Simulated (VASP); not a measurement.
Set up this calculation in VASP 6.6.1, as the native input.

| Item | Value |
| --- | --- |
| Task | single point |
| Functional | PBE |
| Potentials or basis | VASP PAW PBE potentials, release 64 (Ge_d, Se) |
| Cutoff | 500 eV |
| k mesh | 2 × 6 × 6 |
| Occupations | fermi-dirac, width 0.02 eV |
| Spin | non-collinear spin, zero start, spin-orbit coupling |
| Starting moments | [[0.0, 0.0, 0.0], [0.0, 0.0, 0.0], [0.0, 0.0, 0.0], [0.0, 0.0, 0.0], [0.0, 0.0, 0.0], [0.0, 0.0, 0.0], [0.0, 0.0, 0.0], [0.0, 0.0, 0.0]] μB |
| Dipole correction | no |
| Further INCAR settings | ALGO = Normal; EDIFF = 1e-06; NBANDS = 98 |

The structure of GeSe lies in POSCAR:

```
GeSe
1.0
   11.0103044784      0.0000000000      0.0000000000
    0.0000000000      3.8043314846      0.0000000000
    0.0000000000      0.0000000000      4.5363774144
Ge Se
4 4
Direct
    0.1254375754      0.7500000000      0.8860310700
    0.6254375754      0.7500000000      0.6139689300
    0.3745624246      0.2500000000      0.3860310700
    0.8745624246      0.2500000000      0.1139689300
    0.8516134824      0.7500000000      0.4877997361
    0.3516134824      0.7500000000      0.0122002639
    0.6483865176      0.2500000000      0.9877997361
    0.1483865176      0.2500000000      0.5122002639
```

These files were run (other wordings do the same):

INCAR

```
PREC = Accurate
ENCUT = 500
EDIFF = 1E-6
ISMEAR = -1
SIGMA = 0.02
LREAL = False
LASPH = True
NELM = 200
ALGO = Normal
ISIF = 2
LWAVE = False
LCHARG = False
MAGMOM = 0 0 0 0 0 0 0 0 0 0 0 0 0 0 0 0 0 0 0 0 0 0 0 0
LORBIT = 11
LSORBIT = True
GGA_COMPAT = False
LORBMOM = True
GGA = PE
NBANDS = 98
KPAR = 4
```

KPOINTS

```
regular mesh
0
Gamma
  2 6 6
```

Potentials or basis: VASP PAW PBE potentials, release 64 (Ge_d, Se).

Launch:

```bash
$ cat potpaw_PBE.64/Ge_d/POTCAR potpaw_PBE.64/Se/POTCAR > POTCAR
$ mpirun -np 4 vasp_ncl > vasp.out
```

It gave:

```yaml
Pressure: 2.3 GPa
Largest_force: 0.287 eV/Å
Net_moment: 0.00 μB per cell
Valence_electrons_inside_the_program's_atomic_spheres: Ge 12.15; Se 3.83
```

Run time: 13 min on 4 MPI ranks on Oxide Virtual Turin-like Processor (shared host), peak memory 1 GiB a rank.
